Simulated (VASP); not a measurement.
A run of VASP 6.6.1 is set up as follows.

The input INCAR:

```
SYSTEM = H3C3NO
PREC     = Accurate       ! precision mode
ENCUT    = 1000           ! plane-wave cutoff, eV
EDIFF    = 1E-6           ! SCF threshold, eV
ISMEAR   = -1             ! smearing method
SIGMA    = 0.05           ! smearing width, eV
LREAL    = Auto         
LASPH    = .TRUE.         ! aspherical terms in the spheres
NELM     = 120            ! most SCF steps
ALGO     = Normal         ! electronic algorithm
ISIF     = 2              ! what is computed and relaxed
LWAVE    = .FALSE.        ! write WAVECAR
LCHARG   = .FALSE.        ! write CHGCAR
GGA      = PE             ! functional
IVDW     = 12             ! dispersion correction
NBANDS   = 57             ! bands
GGA_COMPAT= .FALSE.
```

KPOINTS

```
regular mesh
0
G
  1 1 1
  0 0 0
```

The input POSCAR:

```
H3C3NO
1.0
    7.0338500000      0.0000000000      0.0000000000
    0.0000000000      7.0338500000      0.0000000000
    0.0000000000      0.0000000000      7.0338500000
C N H O
9 3 9 3
Direct
    0.3490975781      0.1154844075      0.9515699084
    0.2766905749      0.0836099718      1.1408830157
    0.1152569361      0.5976812130      0.4366029984
    0.1462499200      0.6986358822      0.6117986593
    0.9608678035      0.2505313591      0.7462342814
    0.7732322981      0.3144792681      0.7075357024
    0.7053036388      0.0002843393      0.2030182617
    0.7297283849      0.8165087399      0.7451680090
    0.7157957591      0.4375128841      0.2344235376
    0.1873369492      0.0801410323      1.2823986864
    0.1566567385      0.7597972661      0.7640054877
    0.6143861470      0.3560781080      0.6989344385
    0.2346936599      0.0718809756      0.8552784037
    0.3761666797      0.2735059747      0.9369548682
    0.4886370906      0.0457359767      0.9315239876
    0.1328717559      0.6837080688      0.3023806308
    0.2108518095      0.4736381925      0.4018283017
   -0.0318175679      0.5513054728      0.4276747443
    0.9940075492      0.3184742353      0.8885461021
    0.9570576569      0.0982250119      0.7691093782
    1.0881949430      0.2654023046      0.6499712106
    0.8087747109     -0.0882873533      0.2879788452
    0.5720195910      0.7941881047      0.7316618921
    0.6175849641      0.5352403023      0.1550360045
```

Potentials or basis: VASP PAW PBE potentials, release 64 (C_h, N_h, H_h, O_h).

Run with:

```sh
$ cat potpaw_PBE.64/C_h/POTCAR potpaw_PBE.64/N_h/POTCAR potpaw_PBE.64/H_h/POTCAR potpaw_PBE.64/O_h/POTCAR > POTCAR
$ mpirun -np 1 vasp_gam > vasp.out
```

(1) Predict the largest force.

(2) What does it give for the dispersion energy per atom?

(3) Estimate the pressure.

Results:

(1) 2.185 eV/Å.

(2) -0.056 eV.

(3) 0.7 GPa.

Caveat: the k points lie up to 0.89 Å⁻¹ apart, too coarse for converged energies, forces and pressures.
